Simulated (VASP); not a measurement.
Crystal: TaAs.

```
Ta As
1.0
    -1.72181    1.72181    5.86794
     1.72181   -1.72181    5.86794
     1.72181    1.72181   -5.86794
Ta As
2 2
Direct
  0.49997 0.99997 0.50000
  0.74997 0.74997 0.00000
  0.08263 0.58263 0.50000
  0.33263 0.33263 0.00000
```

- Program: VASP 6.6.1
- Task: relaxation of cell and atoms
- Functional: PBE
- Potentials or basis: VASP PAW PBE potentials, release 64 (Ta_pv, As)
- Cutoff: 600 eV
- k mesh: 8 × 8 × 8
- Occupations: gaussian, width 0.05 eV
- Spin: no spin polarisation

At the start: pressure 2.7 GPa; volume 17.40 Å³/atom.

Problem. How do energy, volume and symmetry change on relaxing?

Solution. Over 3 steps the energy falls by 2.1 meV/atom and the volume is 17.65 Å³/atom (+1.5 %); space group I4_1md (No. 109, to 0.1 Å) before and after.

The path:
| step | energy change (eV) | largest force (eV/Å) | pressure (GPa) | volume (Å³) |
| --- | --- | --- | --- | --- |
| 1 | 0.0000 | 0.0276 | 2.65 | 69.59 |
| 2 | 0.0202 | 0.0054 | -4.57 | 72.52 |
| 3 | -0.0084 | 0.0200 | -0.04 | 70.60 |

Final structure:
```cif
data_structure
_symmetry_space_group_name_H-M 'P 1'
_symmetry_Int_Tables_number 1
_cell_length_a 6.3789
_cell_length_b 6.3789
_cell_length_c 6.3789
_cell_angle_alpha 148.509
_cell_angle_beta 148.509
_cell_angle_gamma 45.135
_cell_volume 70.60
loop_
_atom_site_label
_atom_site_type_symbol
_atom_site_fract_x
_atom_site_fract_y
_atom_site_fract_z
_atom_site_occupancy
Ta1 Ta 0.50001 0.00001 0.50000 1
Ta2 Ta 0.75001 0.75001 0.00000 1
As1 As 0.08259 0.58259 0.50000 1
As2 As 0.33259 0.33259 0.00000 1
```
